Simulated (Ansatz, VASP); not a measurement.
## Two plane-wave programs on KCl

```
K Cl
1.0
     0.00000    3.10778    3.10778
     3.10778    0.00000    3.10778
     3.10778    3.10778    0.00000
K Cl
1 1
Cartesian
  0.0000 0.0000 0.0000
  3.1078 3.1078 3.1078
```

Alike in both runs: task single point; functional PBEsol; k mesh 6 × 6 × 6; occupations gaussian, width 0.02 eV; no spin polarisation.

```csv
,VASP,Ansatz
version,VASP 6.6.1,Ansatz 0.2.0
potentials or method,"VASP PAW PBE potentials, release 64 (K_sv, Cl), cutoff 520 eV","scalar-relativistic, plane waves, PAW"
valence electrons in the cell,16,16
```

|  | VASP | Ansatz | Ansatz less VASP |
| --- | --- | --- | --- |
| gap on the k mesh at the Fermi level (eV) | 5.14 | 5.15 | +0.004 |
| least direct gap on the mesh (eV) | 5.14 | 5.15 | +0.004 |
| pressure (GPa) | 0.3 | 0.3 | -0.05 |

VASP's potentials were made for PBE, not for PBEsol.
